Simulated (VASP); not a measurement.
**Si: relaxation of cell and atoms with PBEsol**

Crystal: Si.

```
Si
1.0
     3.83132    0.00000    0.00000
    -1.91566    3.31802    0.00000
     0.00000    0.00000    6.33262
Si
4
Direct
  0.66667 0.33333 0.93699
  0.33333 0.66667 0.43699
  0.66667 0.33333 0.56301
  0.33333 0.66667 0.06301
```

* Program: VASP 6.6.1
* Task: relaxation of cell and atoms
* Functional: PBEsol
* Potentials or basis: VASP PAW PBE potentials, release 64 (Si)
* Cutoff: 600 eV
* k mesh: 8 × 8 × 4
* Occupations: fermi-dirac, width 0.05 eV
* Spin: no spin polarisation
* Target pressure: 5 GPa
* Dipole correction: no
* Further INCAR settings: ALGO = Normal; EDIFF = 1e-06; IBRION = 2; EDIFFG = -0.02; NSW = 80; ISIF = 3

| Item | Value |
| --- | --- |
| Relaxed volume | 19.12 Å³/atom |
| Relaxed cell | a = 3.766 Å, b = 3.766 Å, c = 6.225 Å, α = 90.00°, β = 90.00°, γ = 120.00° |
| Space group after relaxing (to 0.05 Å) | P6_3/mmc (No. 194) |
| Energy change on relaxing (the enthalpy is what falls) | +13.8 meV/atom |
| Ionic steps | 3 |
| Pressure after relaxing | 5.0 GPa |
| Largest force after relaxing | 0.020 eV/Å |
| Band gap on the k mesh | 0.18 eV, indirect (least direct gap 1.08 eV) |

Forces in eV/Å, atoms in the order of the input:
```
Si   0.000  0.000 -0.020
Si   0.000  0.000 -0.020
Si   0.000  0.000  0.020
Si   0.000  0.000  0.020
```

Step by step:
```tsv
step	energy change (eV)	largest force (eV/Å)	pressure (GPa)	volume (Å³)
1	0.0000	0.0085	-0.32	80.50
2	0.2263	0.0512	10.84	72.96
3	0.0553	0.0196	4.96	76.48
```

Final structure:
```
Si
1.0
     3.76637    0.00000    0.00000
    -1.88319    3.26177    0.00000
     0.00000    0.00000    6.22512
Si
4
Direct
  0.66667 0.33333 0.93702
  0.33333 0.66667 0.43702
  0.66667 0.33333 0.56298
  0.33333 0.66667 0.06298
```

Levels at points of the mesh, in eV from the valence-band top:
```
           k point  band 4  band 5  band 6  band 7  band 8  band 9  band 10  band 11  band 12
(0.00, 0.00, 0.00)   -1.61   -1.61   -0.39    0.00    0.00    1.08     1.91     1.91     2.34
(0.50, 0.00, 0.00)   -6.15   -4.96   -3.24   -3.24   -1.52    0.18     2.33     2.83     2.99
(0.00, 0.00, 0.50)   -4.39   -0.99   -0.99   -0.99   -0.99    1.87     1.87     2.91     2.91
(0.50, 0.00, 0.50)   -7.53   -2.58   -2.58   -2.57   -2.57    0.80     0.80     1.46     1.46
```

Run time: 45 s on 1 thread of AMD EPYC 9R14 (Zen 4), with other jobs on the host, peak memory 0.19 GiB.

Caveat: the cell is relaxed towards a set pressure, so the enthalpy falls and the energy may rise; the PAW data sets were made with another functional, which shifts forces and pressure a little. A k mesh can miss the band edges.
